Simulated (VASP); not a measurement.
Wanted: the native input for a VASP 6.6.1 run.

```yaml
Task: single point
Functional: PBE
Potentials_or_basis: VASP PAW PBE potentials, release 64 (Al, O)
Cutoff: 520 eV
k_mesh: 10 × 4 × 12
Occupations: gaussian, width 0.05 eV
Spin: no spin polarisation
Dipole_correction: no
Further_INCAR_settings: ALGO = Normal; EDIFF = 1e-06; NBANDS = 35
```

The structure of Al2O3 lies in POSCAR:

```
Al2O3
1.0
    4.6137770000      0.0000000000      0.0000000000
    0.0000000000      9.5632790000      0.0000000000
    0.0000000000      0.0000000000      3.1198620000
Al O
4 6
Direct
    0.5170250000      0.3245730000      0.5000000000
    0.4829750000      0.6754270000      0.5000000000
    0.0170250000      0.1754270000      0.0000000000
    0.9829750000      0.8245730000      0.0000000000
    0.8763650000      0.2469500000      0.5000000000
    0.0000000000      0.0000000000      0.0000000000
    0.6236350000      0.7469500000      0.0000000000
    0.3763650000      0.2530500000      0.0000000000
    0.1236350000      0.7530500000      0.5000000000
    0.5000000000      0.5000000000      0.5000000000
```

These files were run (other wordings do the same):

INCAR

```
SYSTEM = Al2O3
PREC = Accurate
ENCUT = 520
EDIFF = 1E-6
ISMEAR = 0
SIGMA = 0.05
LREAL = .FALSE.
LASPH = .TRUE.
NELM = 60
ALGO = Normal
ISIF = 2
LWAVE = .FALSE.
LCHARG = .FALSE.
GGA = PE
NBANDS = 35
```

KPOINTS

```
regular mesh
0
G
  10 4 12
  0 0 0
```

Potentials or basis: VASP PAW PBE potentials, release 64 (Al, O).

The run is started by

```console
$ cat potpaw_PBE.64/Al/POTCAR potpaw_PBE.64/O/POTCAR > POTCAR
$ mpirun -np 1 vasp_std > vasp.out
```

It gave:

The pressure is -0.1 GPa. The largest force is 0.191 eV/Å and the band gap on the k mesh is 3.51 eV.

It took 15 min on 1 thread of Intel Xeon 8259CL, with other jobs on the host, peak memory 0.53 GiB.
